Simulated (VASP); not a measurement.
The system is Ir.

```
CELL_PARAMETERS angstrom
0.00000 1.91448 1.91448
1.91448 0.00000 1.91448
1.91448 1.91448 0.00000
ATOMIC_POSITIONS crystal
Ir 0.00000 0.00000 0.00000
```

Base run:

```yaml
Program: VASP 6.6.1
Functional: PBEsol
Potentials_or_basis: VASP PAW PBE potentials, release 64 (Ir)
Cutoff: 520 eV
k_mesh: 12 × 12 × 12
Occupations: fermi-dirac, width 0.05 eV
Spin: no spin polarisation
```

Its results: pressure 1.0 GPa.

Task: The run is repeated on the same cell with these changes: potentials or basis from VASP PAW PBE potentials, release 64 (Ir) to VASP PAW PBE potentials, release 64 (Ir_sv_GW); cutoff from 520 eV to 500 eV; further incar settings from ALGO = Normal; EDIFF = 1e-07; NBANDS = 10 to ALGO = Normal; EDIFF = 1e-06; NBANDS = 14; valence electrons from 9 to 17. What comes out?

Result: Pressure -3.3 GPa.

Caveats: the PAW data sets were made with another functional, which shifts forces and pressure a little.
